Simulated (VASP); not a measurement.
# V (Im-3m) in VASP: further runs

The runs below take V through single point, with RPBE+U, r2SCAN+U.

All numbers are computed with VASP 6.6.1; they aren't measurements. Logs are shortened: lines on timing, memory, paths and dates and some standing lists are left out, and cuts for length are marked.

### 1 The cell of the first run

It takes space group Im-3m (No. 229, cubic). Conventional cell: a = 3.014 Å, b = 3.014 Å, c = 3.014 Å, α = 90.00°, β = 90.00°, γ = 90.00°. Within 3.4 Å of V (site symmetry m-3m) lie 14 V at 2.61 to 3.01 Å.

### 2 Single point, RPBE+U

INCAR

```
SYSTEM = V
  PREC = Accurate
  ENCUT = 520
  EDIFF = 1E-6
  ISMEAR = 0
  SIGMA = 0.0276
  LREAL = .FALSE.
  LASPH = .TRUE.
  NELM = 150
  ALGO = Normal
  ISIF = 2
  LWAVE = .FALSE.
  LCHARG = .FALSE.
  LMAXMIX = 4
  LDAU = .TRUE.
  LDAUTYPE = 2
  LDAUL = 2
  LDAUU = 4.07
  LDAUJ = 0
  LDAUPRINT = 1
  GGA = RP
  NBANDS = 12
```

KPOINTS

```
regular mesh
0
G
  8 8 8
  0 0 0
```

POSCAR

```
V
1.0
   -1.5068500000      1.5068500000      1.5068500000
    1.5068500000     -1.5068500000      1.5068500000
    1.5068500000      1.5068500000     -1.5068500000
V
1
Direct
    0.0000000000      0.0000000000      0.0000000000
```

Potentials or basis: VASP PAW PBE potentials, release 64 (V_sv).

Run with:

```sh
cat potpaw_PBE.64/V_sv/POTCAR > POTCAR
mpirun -np 1 vasp_std > vasp.out
```

OUTCAR:

```text
SYSTEM = V
   PREC = Accurate
   ENCUT = 520
   EDIFF = 1E-6
   ISMEAR = 0
   LREAL = .FALSE.
   LASPH = .TRUE.
   NELM = 150
   ISIF = 2
   GGA = RP

 ion  position               nearest neighbor table
   1  0.000  0.000  0.000-

  LATTYP: Found a body centered cubic cell.
 ALAT       =     3.0137000000

  Lattice vectors:

 A1 = (  -1.5068500000,   1.5068500000,   1.5068500000)
 A2 = (   1.5068500000,  -1.5068500000,   1.5068500000)
 A3 = (   1.5068500000,   1.5068500000,  -1.5068500000)

Analysis of symmetry for initial positions (statically):
=====================================================================
 Subroutine PRICEL returns:
 Original cell was already a primitive cell.

 Routine SETGRP: Setting up the symmetry group for a
 body centered cubic supercell.

 Subroutine GETGRP returns: Found 48 space group operations
 (whereof 48 operations were pure point group operations)
 out of a pool of 48 trial point group operations.

The static configuration has the point symmetry O_h .

Analysis of symmetry for dynamics (positions and initial velocities):
=====================================================================
 Subroutine PRICEL returns:
 Original cell was already a primitive cell.

 Routine SETGRP: Setting up the symmetry group for a
 body centered cubic supercell.

 Subroutine GETGRP returns: Found 48 space group operations
 (whereof 48 operations were pure point group operations)
 out of a pool of 48 trial point group operations.

The dynamic configuration has the point symmetry O_h .

 Subroutine INISYM returns: Found 48 space group operations
 (whereof 48 operations are pure point group operations),
 and found     1 'primitive' translations

----------------------------------------------------------------------------------------

                                     Primitive cell

  volume of cell :      13.6858

  direct lattice vectors                    reciprocal lattice vectors
    -1.506850000  1.506850000  1.506850000     0.000000000  0.331818031  0.331818031
     1.506850000 -1.506850000  1.506850000     0.331818031  0.000000000  0.331818031
     1.506850000  1.506850000 -1.506850000     0.331818031  0.331818031  0.000000000

  length of vectors
     2.609940759  2.609940759  2.609940759     0.469261560  0.469261560  0.469261560

  position of ions in fractional coordinates (direct lattice)
     0.000000000  0.000000000  0.000000000

  ion indices of the primitive-cell ions
   primitive index   ion index
                 1           1

----------------------------------------------------------------------------------------

 KPOINTS: regular mesh

Automatic generation of k-mesh.
 Grid dimensions read from file:
 generate k-points for:    8    8    8

 Generating k-lattice:

  Cartesian coordinates                     Fractional coordinates (reciprocal lattice)
     0.000000000  0.041477254  0.041477254     0.125000000  0.000000000  0.000000000
     0.041477254  0.000000000  0.041477254     0.000000000  0.125000000  0.000000000
     0.041477254  0.041477254  0.000000000     0.000000000  0.000000000  0.125000000

  Length of vectors
     0.058657695  0.058657695  0.058657695

  Shift w.r.t. Gamma in fractional coordinates (k-lattice)
     0.000000000  0.000000000  0.000000000

 Subroutine IBZKPT returns following result:
 ===========================================

 Found     29 irreducible k-points:

 Following reciprocal coordinates:
            Coordinates               Weight
  0.000000  0.000000  0.000000      1.000000
  0.125000  0.000000  0.000000     12.000000
  0.250000  0.000000  0.000000     12.000000
  0.375000  0.000000  0.000000     12.000000
  0.500000  0.000000  0.000000      6.000000
  0.125000  0.125000  0.000000     24.000000
[... 16 lines left out ...]
 -0.250000  0.250000  0.250000      6.000000
 -0.375000  0.375000  0.250000     24.000000
 [... further k-points ...]
   k-points           NKPTS =     29   k-points in BZ     NKDIM =     29   number of bands    NBANDS=     12
   number of dos      NEDOS =    301   number of ions     NIONS =      1
   total plane-waves  NPLWV =   8000
   dimension x,y,z NGX =    20 NGY =   20 NGZ =   20
   dimension x,y,z NGXF=    40 NGYF=   40 NGZF=   40
   ions per type =               1
   NGX,Y,Z   is equivalent  to a cutoff of  12.74, 12.74, 12.74 a.u.
   NGXF,Y,Z  is equivalent  to a cutoff of  25.48, 25.48, 25.48 a.u.
 SYSTEM =  V
   PREC   = accura    normal or accurate (medium, high low for compatibility)
   ISTART =      0    job   : 0-new  1-cont  2-samecut
   ICHARG =      2    charge: 1-file 2-atom 10-const
   ISPIN  =      1    spin polarized calculation?
   LNONCOLLINEAR =      F non collinear calculations
   LSORBIT =      F    spin-orbit coupling
   LASPH  =      T    aspherical Exc in radial PAW
   ENCUT  =  520.0 eV  38.22 Ry    6.18 a.u.   4.85  4.85  4.85*2*pi/ulx,y,z
   NELM   =    150;   NELMIN=  2; NELMDL= -5     # of ELM steps
   EDIFF  = 0.1E-05   stopping-criterion for ELM
   LREAL  =      F    real-space projection
   EDIFFG = 0.1E-04   stopping-criterion for IOM
   NSW    =      0    number of steps for IOM
   IBRION =     -1    ionic relax: 0-MD 1-quasi-New 2-CG
   NFREE  =      0    steps in history (QN), initial steepest desc. (CG)
   ISIF   =      2    stress and relaxation
   ISYM   =      2    0-nonsym 1-usesym 2-fastsym
   POTIM  = 0.5000    time-step for ionic-motion
   TEBEG  =    0.0;   TEEND  =   0.0 temperature during run
   PSTRESS=    0.0 pullay stress
   NELECT =      13.0000    total number of electrons
   NUPDOWN=      -1.0000    fix difference up-down
   EMIN   =  10.00;   EMAX   =-10.00  energy-range for DOS
   EFERMI =   0.00;   METHOD = LEGACY
   ISMEAR =     0;   SIGMA  =   0.03  broadening in eV -4-tet -1-fermi 0-gaus
   EFERMI_NEDOS =   21; number of points for ismear=-14 and -15
   IALGO  =     38    algorithm
   IMIX   =      4    mixing-type and parameters
     AMIX     =   0.40;   BMIX     =  1.00
     AMIX_MAG =   1.60;   BMIX_MAG =  1.00
  volume/ion in A,a.u.               =      13.69        92.36
  Fermi-wavevector in a.u.,A,eV,Ry     =   1.609284  3.041105 35.236284  2.589794
  Thomas-Fermi vector in A             =   2.705018
   LORBIT       =      0    0 simple, 1 ext, 2 COOP (PROOUT), +10 PAW based schemes
 LDA+U is selected, type is set to LDAUTYPE =  2
   angular momentum for each species LDAUL =     2
   U (eV)           for each species LDAUU =   4.1
   J (eV)           for each species LDAUJ =   0.0
   GGA     = RP    functional components
   LHFCALC =     F    Hartree Fock is set to
   AEXX    =    0.0000 exact exchange contribution
   IVDW    =     0    specifies the selected vdW correction
   LEPSILON=     F    determine dielectric tensor
   LRPA    =     F    only Hartree local field effects (RPA)
 non-spin polarized calculation
 Gauss-broadening in eV      SIGMA  =   0.03
  energy-cutoff  :      520.00
  volume of cell :       13.69
 maximum number of plane-waves:       378
   NGX =  9   NGY =  9   NGZ =  9

atom =   1  type =  1  l = 2

 onsite density matrix

spin component  1

  0.3522 -0.0000  0.0000 -0.0000 -0.0000
 -0.0000  0.3522 -0.0000 -0.0000  0.0000
  0.0000 -0.0000  0.2229 -0.0000 -0.0000
 -0.0000 -0.0000 -0.0000  0.3522 -0.0000
 -0.0000  0.0000 -0.0000 -0.0000  0.2229

spin component  2

  0.3522 -0.0000  0.0000 -0.0000 -0.0000
 -0.0000  0.3522 -0.0000 -0.0000  0.0000
  0.0000 -0.0000  0.2229 -0.0000 -0.0000
 -0.0000 -0.0000 -0.0000  0.3522 -0.0000
 -0.0000  0.0000 -0.0000 -0.0000  0.2229

 occupancies and eigenvectors

  o =  0.2229  v =  0.0000  0.0000  0.9998  0.0000  0.0220  0.0000  0.0000  0.0000  0.0000  0.0000      0.0000  0.0000  0.0000  0.0000  0.0000  0.0000  0.0000  0.0000  0.0000  0.0000
  o =  0.2229  v =  0.0000  0.0000  0.0000  0.0000  0.0000  0.0000  0.0000  0.9998  0.0000  0.0220      0.0000  0.0000  0.0000  0.0000  0.0000  0.0000  0.0000  0.0000  0.0000  0.0000
  o =  0.2229  v =  0.0000 -0.0000 -0.0220  0.0000  0.9998  0.0000  0.0000  0.0000  0.0000  0.0000      0.0000  0.0000  0.0000  0.0000  0.0000  0.0000  0.0000  0.0000  0.0000  0.0000
  o =  0.2229  v =  0.0000  0.0000  0.0000  0.0000  0.0000  0.0000 -0.0000 -0.0220  0.0000  0.9998      0.0000  0.0000  0.0000  0.0000  0.0000  0.0000  0.0000  0.0000  0.0000  0.0000
  o =  0.3522  v =  0.0000  0.0000  0.0000  0.0000  0.0000  1.0000  0.0000  0.0000  0.0000  0.0000      0.0000  0.0000  0.0000  0.0000  0.0000  0.0000  0.0000  0.0000  0.0000  0.0000
  o =  0.3522  v =  1.0000  0.0000  0.0000  0.0000  0.0000  0.0000  0.0000  0.0000  0.0000  0.0000      0.0000  0.0000  0.0000  0.0000  0.0000  0.0000  0.0000  0.0000  0.0000  0.0000
  o =  0.3522  v =  0.0000 -0.9922  0.0000 -0.1250 -0.0000  0.0000  0.0000  0.0000  0.0000  0.0000      0.0000  0.0000  0.0000  0.0000  0.0000  0.0000  0.0000  0.0000  0.0000  0.0000
  o =  0.3522  v =  0.0000  0.0000  0.0000  0.0000  0.0000  0.0000 -0.9922  0.0000 -0.1250 -0.0000      0.0000  0.0000  0.0000  0.0000  0.0000  0.0000  0.0000  0.0000  0.0000  0.0000
  o =  0.3522  v =  0.0000  0.0000  0.0000  0.0000  0.0000  0.0000 -0.1250 -0.0000  0.9922 -0.0000      0.0000  0.0000  0.0000  0.0000  0.0000  0.0000  0.0000  0.0000  0.0000  0.0000
  o =  0.3522  v =  0.0000 -0.1250 -0.0000  0.9922 -0.0000  0.0000  0.0000  0.0000  0.0000  0.0000      0.0000  0.0000  0.0000  0.0000  0.0000  0.0000  0.0000  0.0000  0.0000  0.0000

 number of electron      12.9999992 magnetization

 Free energy of the ion-electron system (eV)
  ---------------------------------------------------
  ext. energy  EPLUGINS =         0.00000000
  ---------------------------------------------------
  free energy    TOTEN  =        -4.25205391 eV

  energy without entropy =       -4.25070995  energy(sigma->0) =       -4.25138193

 E-fermi :  10.0248     XC(G=0): -12.7313

 val. band max:       10.0193425371   @ k =  -0.2500   0.2500   0.1250
 cond. band min:      10.0290097979   @ k =   0.5000   0.5000   0.1250
 fundamental gap:      0.0096672608
 Fermi energy:        10.0247868751

 k-point     1 :       0.0000    0.0000    0.0000
  band No.  band energies     occupation
      1     -54.5130      2.00000
      2     -27.7579      2.00000
      3     -27.7579      2.00000
      4     -27.7579      2.00000
      5       3.0486      2.00000
      6      10.4273      0.00000
      7      10.4273      0.00000
      8      10.4273      0.00000
      9      12.8952      0.00000
     10      12.8952      0.00000
     11      29.9724      0.00000
     12      29.9724      0.00000
[... 331 lines left out ...]
 k-point    24 :      -0.3750    0.3750    0.2500
  band No.  band energies     occupation
      1     -54.2922      2.00000
      2     -28.3749      2.00000
      3     -28.1363      2.00000
      4     -28.0605      2.00000
      5       7.8362      2.00000
      6       8.8922      2.00000
      7      10.8241      0.00000
      8      11.4642      0.00000
      9      13.0797      0.00000
     10      14.9627      0.00000
     11      22.7196      0.00000
     12      24.8791      0.00000

 [... further k-points ...]
[... 5 lines left out ...]
  --------------------------------------------------------------------------------------
  -------------------------------------------------------------------------------------
  Total        0.9986017      0.9986017      0.9986017      0.0000000     -0.0000000      0.0000000
  in kB      116.9049315    116.9049315    116.9049315      0.0000000     -0.0000000      0.0000000
  external PRESSURE =     116.9049315 kB  Pullay stress =       0.0000000 kB

 VOLUME and BASIS-vectors are now :
 -----------------------------------------------------------------------------
  energy-cutoff  :      520.00
  volume of cell :       13.69
      direct lattice vectors                 reciprocal lattice vectors
    -1.506850000  1.506850000  1.506850000     0.000000000  0.331818031  0.331818031
     1.506850000 -1.506850000  1.506850000     0.331818031  0.000000000  0.331818031
     1.506850000  1.506850000 -1.506850000     0.331818031  0.331818031  0.000000000

 POSITION                                       TOTAL-FORCE (eV/Angst)
 -----------------------------------------------------------------------------------
      0.00000      0.00000      0.00000        -0.000000     -0.000000      0.000000
 -----------------------------------------------------------------------------------
    total drift:                                0.000000      0.000000      0.000000

  FREE ENERGIE OF THE ION-ELECTRON SYSTEM (eV)
  ---------------------------------------------------
  free  energy   TOTEN  =        -4.2520539074 eV

  energy  without entropy=       -4.2507099492  energy(sigma->0) =       -4.25138193
```

Run time: 8.4 s. Hardware: 1 thread of Intel Xeon 8259CL, shared host; peak memory 0.12 GiB.

What came out:

- Free energy: -4.2521 eV
- Pressure: 11.7 GPa

Eigenvalues of the final occupation matrices:
| site | spin | trace | eigenvalues |
| --- | --- | --- | --- |
| site 1 d | 1 | 1.50 | 0.22 0.22 0.35 0.35 0.35 |
| site 1 d | 2 | 1.50 | 0.22 0.22 0.35 0.35 0.35 |

Caveat: the k points lie up to 0.37 Å⁻¹ apart; the PAW data sets were made with another functional, which shifts forces and pressure a little; U without spin polarisation on a metal has little footing; the U is typed as a test and isn't derived for this compound.

### 3 Single point, r2SCAN+U

POSCAR is that of step 2.

INCAR.step1

```
SYSTEM = V
  ALGO = Normal
  EDIFF = 1E-4
  ENCUT = 520
  GGA = PE
  ISMEAR = 0
  LASPH = .TRUE.
  LCHARG = .FALSE.
  LDAU = .TRUE.
  LDAUJ = 0
  LDAUL = 2
  LDAUTYPE = 2
  LDAUU = 4.07
  LMAXMIX = 4
  LREAL = .FALSE.
  LWAVE = .TRUE.
  NBANDS = 12
  NELM = 150
  PREC = Accurate
  SIGMA = 0.0276
```

INCAR.step2

```
SYSTEM = V
  ALGO = Normal
  EDIFF = 1E-6
  ENCUT = 520
  ISIF = 2
  ISMEAR = 0
  ISTART = 1
  LASPH = .TRUE.
  LCHARG = .FALSE.
  LDAU = .TRUE.
  LDAUJ = 0
  LDAUL = 2
  LDAUPRINT = 1
  LDAUTYPE = 2
  LDAUU = 4.07
  LMAXMIX = 4
  LMIXTAU = .TRUE.
  LREAL = .FALSE.
  LWAVE = .FALSE.
  METAGGA = R2SCAN
  NBANDS = 12
  NELM = 150
  PREC = Accurate
  SIGMA = 0.0276
```

KPOINTS

```
k-points
0
G
  8 8 8
  0 0 0
```

Potentials or basis: VASP PAW PBE potentials, release 64 (V_sv).

Run with:

```sh
cat potpaw_PBE.64/V_sv/POTCAR > POTCAR
cp INCAR.step1 INCAR
mpirun -np 1 vasp_std > vasp.out
cp INCAR.step2 INCAR
mpirun -np 1 vasp_std > vasp.out
```

Run time: 43 s. Hardware: 1 thread of Intel Xeon 8259CL, shared host; peak memory 0.13 GiB.

Results (log left out):

```yaml
Free_energy: -9.8949 eV
Pressure: 5.7 GPa
```

Levels at points of the mesh, in eV from the Fermi level:
```tsv
k point	band 4	band 5	band 6	band 7	band 8	band 9
(0.00, 0.00, 0.00)	-39.16	-7.46	0.45	0.45	0.45	3.16
(0.50, 0.00, 0.00)	-39.16	-3.30	-1.15	1.01	2.95	3.55
(0.50, 0.50, 0.50)	-39.76	-2.63	-2.63	3.77	3.77	3.77
```

Eigenvalues of the final occupation matrices:
| site | spin | trace | eigenvalues |
| --- | --- | --- | --- |
| site 1 d | 1 | 1.48 | 0.22 0.22 0.35 0.35 0.35 |
| site 1 d | 2 | 1.48 | 0.22 0.22 0.35 0.35 0.35 |

Caveat: the k points lie up to 0.37 Å⁻¹ apart; the PAW data sets were made with another functional, which shifts forces and pressure a little; U without spin polarisation on a metal has little footing; the U is typed as a test and isn't derived for this compound.

(Continued in part 2 of 2.)
